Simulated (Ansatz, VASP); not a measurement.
## Two plane-wave programs on RbNa3Te2

```
CELL_PARAMETERS angstrom
6.37647 0.00000 0.00000
-3.18823 5.52218 0.00000
0.00000 0.00000 4.95946
ATOMIC_POSITIONS crystal
Rb 0.00000 0.00000 0.00000
Na 0.50000 0.00000 0.50000
Na 0.50000 0.50000 0.50000
Na 0.00000 0.50000 0.50000
Te 0.66667 0.33333 0.00000
Te 0.33333 0.66667 0.00000
```

Change from the starting cell: species swapped into the CeAl3Pd2 type (P6/mmm, No. 191).

Alike in both runs: task relaxation of cell and atoms; functional PBE; k mesh 3 × 3 × 4; occupations gaussian, width 0.1 eV; no spin polarisation.

|  | VASP | Ansatz |
| --- | --- | --- |
| version | VASP 6.6.1 | Ansatz 0.2.0 |
| potentials or method | VASP PAW PBE potentials, release 64 (Rb_sv, Na_pv, Te), cutoff 600 eV | scalar-relativistic, plane waves, PAW |
| valence electrons in the cell | 42 | 68 |

```tsv
	VASP	Ansatz	Ansatz less VASP
gap on the k mesh at the Fermi level, each at its own relaxed structure (eV)	none	none	-
relaxed volume (Å³/atom)	37.48	36.89	-0.587
relaxed cell length with the largest relative difference (Å)	7.524	7.468	-0.0561
```

A gap of «none» marks a metal or a gap that the smearing closes. VASP's potentials hold 42 valence electrons a cell and Ansatz's 68, so a difference there can come from the potentials and not from the codes.

The k mesh is coarse, so the values compare programs but aren't converged. Neither program's run includes spin-orbit coupling. Noted on VASP's run: the volume moved by over 15 % at a fixed basis, so the end points are rough.
